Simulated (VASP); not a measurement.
Write the native input for VASP 6.6.1 that does the following.

```
Task                   : single point
Functional             : PBE
Potentials or basis    : VASP PAW PBE potentials, release 64 (As, Mn_pv)
Cutoff                 : 520 eV
k mesh                 : 7 × 7 × 4
Occupations            : fermi-dirac, width 0.05 eV
Spin                   : collinear spin, ferromagnetic start
Starting moments       : [0.0, 0.0, 4.0, 4.0] μB
Dipole correction      : no
Further INCAR settings : ALGO = Normal; EDIFF = 1e-07; NBANDS = 30
```

The structure of MnAs lies in POSCAR:

```
MnAs
1.0
    3.7100000000      0.0000000000      0.0000000000
   -1.8550000000      3.2129542480      0.0000000000
    0.0000000000      0.0000000000      5.6340900000
As Mn
2 2
Direct
    0.6666666667      0.3333333333      0.7500000000
    0.3333333333      0.6666666667      0.2500000000
    0.0000000000      0.0000000000      0.5000000000
    0.0000000000      0.0000000000      0.0000000000
```

The input as run:

INCAR

```
PREC = Accurate ; ENCUT = 520
EDIFF = 1E-7 ; ISMEAR = -1
SIGMA = 0.05 ; LREAL = F
LASPH = T ; NELM = 150
ALGO = Normal ; ISIF = 2
LWAVE = F ; LCHARG = T
ISPIN = 2 ; MAGMOM = 0 0 4 4
LORBIT = 11 ; LMAXMIX = 4
GGA = PE ; LELF = T
LVHAR = T ; NBANDS = 30
```

KPOINTS

```
regular mesh
0
Gamma
  7 7 4
```

Potentials or basis: VASP PAW PBE potentials, release 64 (As, Mn_pv).

Launch:

```sh
$ cat potpaw_PBE.64/As/POTCAR potpaw_PBE.64/Mn_pv/POTCAR > POTCAR
$ mpirun -np 1 vasp_std > vasp.out
```

It gave:

```yaml
Pressure: -2.3 GPa
Net_moment: 6.27 μB per cell
Site_moments: As -0.12; Mn +3.19 μB
Valence_electrons_inside_the_program's_atomic_spheres: As 2.79; Mn 11.59
```

Caveat: only a ferromagnetic start was run, and an antiferromagnetic order may lie lower in energy.

Run time: 2.1 min on 1 thread of Oxide Virtual Turin-like Processor, with other jobs on the host, peak memory 0.21 GiB.
